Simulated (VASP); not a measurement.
# Fe (Fd-3m) in VASP: notebook, part 2 of 2

VASP 6.6.1. Earlier steps stand in the parts before.

**3. Relaxation of cell and atoms, PBE, collinear spin, ferromagnetic start, target pressure 10 GPa, at which the enthalpy is minimised**

The input, INCAR:

```
SYSTEM = Fe
PREC     = Accurate       ! precision mode
ENCUT    = 600            ! plane-wave cutoff, eV
EDIFF    = 1E-6           ! SCF threshold, eV
ISMEAR   = 1              ! smearing method
SIGMA    = 0.05           ! smearing width, eV
LREAL    = .FALSE.        ! projectors in reciprocal space
LASPH    = .TRUE.         ! aspherical terms in the spheres
NELM     = 150            ! most SCF steps
ALGO     = Normal         ! electronic algorithm
ISIF     = 3              ! what is computed and relaxed
LWAVE    = .FALSE.        ! write WAVECAR
LCHARG   = .FALSE.        ! write CHGCAR
ISPIN    = 2              ! spin polarisation
MAGMOM   = 3.5 3.5        ! initial moments
LORBIT   = 11             ! projections on sites
LMAXMIX  = 4              ! l up to which the mixer works
GGA      = PE             ! functional
IBRION   = 2              ! ionic algorithm
NSW      = 80             ! ionic steps
EDIFFG   = -0.01          ! ionic threshold
PSTRESS  = 100.0
```

The input, KPOINTS:

```
Automatic mesh
0
G
  7 7 7
  0 0 0
```

The input, POSCAR:

```
Fe
1.0
    0.0000000000      2.5000000000      2.5000000000
    2.5000000000      0.0000000000      2.5000000000
    2.5000000000      2.5000000000      0.0000000000
Fe
2
Direct
    0.0000000000      0.0000000000      0.0000000000
    0.2500000000      0.2500000000      0.2500000000
```

Potentials or basis: VASP PAW PBE potentials, release 64 (Fe).

Launch:

```
> cat potpaw_PBE.64/Fe/POTCAR > POTCAR
> mpirun -np 1 vasp_std > vasp.out
```

Run time: 4.4 min. Hardware: 1 thread of Intel Xeon 8259CL, shared host; peak memory 0.19 GiB.

It converged, with:

| Item | Value |
| --- | --- |
| Free energy | -13.9415 eV |
| Relaxed volume | 13.51 Å³/atom |
| Relaxed cell | a = 3.368 Å, b = 3.368 Å, c = 3.368 Å, α = 60.00°, β = 60.00°, γ = 60.00° |
| Space group after relaxing (to 0.1 Å) | Fd-3m (No. 227) |
| Energy change on relaxing (the run minimises the enthalpy) | -25.2 meV/atom |
| Ionic steps | 7 |
| Pressure after relaxing | 10.0 GPa |
| Band gap on the k mesh | zero (filled and empty bands overlap) |
| Net moment | 0.00 μB per cell |
| Valence electrons inside the program's atomic spheres | Fe 7.62 |

Step by step:
```tsv
step	energy change (eV)	largest force (eV/Å)	pressure (GPa)	volume (Å³)
1	0.0000	0.0000	-11.05	31.25
2	0.7243	0.0000	55.60	22.86
3	-0.0592	0.0000	9.06	27.16
4	-0.0529	0.0000	9.72	27.06
5	-0.0479	0.0000	10.30	26.98
6	-0.0535	0.0000	9.66	27.07
7	-0.0505	0.0000	10.01	27.02
```

Final structure:
```xyz
2
Lattice="0.0000 2.3816 2.3816 2.3816 0.0000 2.3816 2.3816 2.3816 0.0000" Properties=species:S:1:pos:R:3 pbc="T T T"
Fe    0.0000    0.0000    0.0000
Fe    1.1908    1.1908    1.1908
```

Levels at points of the mesh, in eV from the Fermi level:
Spin up:
```tsv
k point	band 6	band 7	band 8	band 9	band 10	band 11
(0.00, 0.00, 0.00)	-2.60	-0.39	-0.39	-0.39	1.40	1.40
```
Spin down:
| k point | band 6 | band 7 | band 8 | band 9 | band 10 | band 11 |
| --- | --- | --- | --- | --- | --- | --- |
| (0.00, 0.00, 0.00) | -2.60 | -0.39 | -0.39 | -0.39 | 1.40 | 1.40 |

Caveat: the cell is relaxed towards a set pressure, so the run minimises the enthalpy, not the energy.

**4. Relaxation of cell and atoms, PBE, collinear spin, ferromagnetic start, target pressure 20 GPa, at which the enthalpy is minimised**

The input, INCAR:

```
  ALGO = Normal
  EDIFF = 1E-7
  EDIFFG = -0.01
  ENCUT = 600
  GGA = PE
  IBRION = 2
  ISIF = 3
  ISMEAR = 1
  ISPIN = 2
  LASPH = True
  LCHARG = False
  LMAXMIX = 4
  LORBIT = 11
  LREAL = False
  LWAVE = False
  MAGMOM = 3.5 3.5
  NELM = 150
  NSW = 80
  PREC = Accurate
  PSTRESS = 200.0
  SIGMA = 0.05
```

The input, KPOINTS:

```
k-points
0
Gamma
  7 7 7
```

POSCAR is that of step 3.

Launch:

```
> cat potpaw_PBE.64/Fe/POTCAR > POTCAR
> mpirun -np 1 vasp_std > vasp.out
```

Wall time 3.8 min (1 thread of Intel Xeon 8259CL, shared host); peak memory 0.19 GiB.

Results (log left out):

* Free energy: -13.8276 eV
* Relaxed volume: 12.89 Å³/atom
* Relaxed cell: a = 3.316 Å, b = 3.316 Å, c = 3.316 Å, α = 60.00°, β = 60.00°, γ = 60.00°
* Space group after relaxing (to 0.1 Å): Fd-3m (No. 227)
* Energy change on relaxing (the run minimises the enthalpy): +31.7 meV/atom
* Ionic steps: 5
* Pressure after relaxing: 20.0 GPa
* Band gap on the k mesh: zero (filled and empty bands overlap)
* Net moment: 0.00 μB per cell
* Valence electrons inside the program's atomic spheres: Fe 7.72

Step by step:
```tsv
step	energy change (eV)	largest force (eV/Å)	pressure (GPa)	volume (Å³)
1	0.0000	0.0000	-11.05	31.25
2	2.6242	0.0000	132.13	19.46
3	0.0174	0.0000	16.48	26.19
4	0.0506	0.0000	19.06	25.89
5	0.0634	0.0000	20.00	25.79
```

Final structure:
```xyz
2
Lattice="0.0000 2.3448 2.3448 2.3448 0.0000 2.3448 2.3448 2.3448 0.0000" Properties=species:S:1:pos:R:3 pbc="T T T"
Fe    0.0000    0.0000    0.0000
Fe    1.1724    1.1724    1.1724
```

Levels at points of the mesh, in eV from the Fermi level:
Spin up:
| k point | band 4 | band 5 | band 6 | band 7 | band 8 | band 9 | band 10 | band 11 | band 12 | band 13 |
| --- | --- | --- | --- | --- | --- | --- | --- | --- | --- | --- |
| (0.00, 0.00, 0.00) | -2.73 | -2.73 | -2.73 | -0.41 | -0.41 | -0.41 | 1.50 | 1.50 | 15.49 | 15.49 |
Spin down:
| k point | band 5 | band 6 | band 7 | band 8 | band 9 | band 10 | band 11 | band 12 |
| --- | --- | --- | --- | --- | --- | --- | --- | --- |
| (0.00, 0.00, 0.00) | -2.73 | -2.73 | -0.41 | -0.41 | -0.41 | 1.50 | 1.50 | 15.49 |

Caveat: the cell is relaxed towards a set pressure, so the run minimises the enthalpy, not the energy; the volume moved by over 15 % at a fixed basis, so the end points are rough.

**5. Relaxation of cell and atoms, PBE, collinear spin, ferromagnetic start, target pressure 30 GPa, at which the enthalpy is minimised**

The input, INCAR:

```
SYSTEM = Fe
  PREC = Accurate
  ENCUT = 600
  EDIFF = 1E-6
  ISMEAR = 1
  SIGMA = 0.05
  LREAL = .FALSE.
  LASPH = .TRUE.
  NELM = 150
  ALGO = Normal
  ISIF = 3
  LWAVE = .FALSE.
  LCHARG = .FALSE.
  ISPIN = 2
  MAGMOM = 3.5 3.5
  LORBIT = 11
  LMAXMIX = 4
  GGA = PE
  IBRION = 2
  NSW = 80
  EDIFFG = -0.01
  PSTRESS = 300.0
```

The input, KPOINTS:

```
regular mesh
0
G
  7 7 7
  0 0 0
```

POSCAR is that of step 4.

Launch:

```
> cat potpaw_PBE.64/Fe/POTCAR > POTCAR
> mpirun -np 1 vasp_std > vasp.out
```

It took 2.7 min on 1 thread of Intel Xeon 8259CL, shared host; peak memory 0.19 GiB.

It converged, with:

* Free energy: -13.6717 eV
* Relaxed volume: 12.39 Å³/atom
* Relaxed cell: a = 3.272 Å, b = 3.272 Å, c = 3.272 Å, α = 60.00°, β = 60.00°, γ = 60.00°
* Space group after relaxing (to 0.1 Å): Fd-3m (No. 227)
* Energy change on relaxing (the run minimises the enthalpy): +109.6 meV/atom
* Ionic steps: 5
* Pressure after relaxing: 29.9 GPa
* Band gap on the k mesh: zero (filled and empty bands overlap)
* Net moment: 0.00 μB per cell
* Valence electrons inside the program's atomic spheres: Fe 7.81

Step by step:
```csv
step,energy change (eV),largest force (eV/Å),pressure (GPa),volume (Å³)
1,0.0000,0.0000,-11.05,31.25
2,6.2416,0.0000,262.30,16.42
3,0.0852,0.0000,21.59,25.62
4,0.1704,0.0000,27.13,25.05
5,0.2192,0.0000,29.94,24.78
```

Final structure:
```yaml
crystal:
  lattice:
    - [0.00000, 2.31398, 2.31398]
    - [2.31398, 0.00000, 2.31398]
    - [2.31398, 2.31398, 0.00000]
  atoms:
    - { symbol: Fe, position: [0.00000, 0.00000, 0.00000] }
    - { symbol: Fe, position: [0.25000, 0.25000, 0.25000] }
```

Levels at points of the mesh, in eV from the Fermi level:
Spin up:
```tsv
k point	band 5	band 6	band 7	band 8	band 9	band 10	band 11	band 12
(0.00, 0.00, 0.00)	-2.85	-2.85	-0.43	-0.43	-0.43	1.60	1.60	15.88
```
Spin down:
| k point | band 4 | band 5 | band 6 | band 7 | band 8 | band 9 | band 10 | band 11 | band 12 | band 13 |
| --- | --- | --- | --- | --- | --- | --- | --- | --- | --- | --- |
| (0.00, 0.00, 0.00) | -2.85 | -2.85 | -2.85 | -0.43 | -0.43 | -0.43 | 1.60 | 1.60 | 15.88 | 15.88 |

Caveat: the cell is relaxed towards a set pressure, so the run minimises the enthalpy, not the energy; the volume moved by over 15 % at a fixed basis, so the end points are rough.
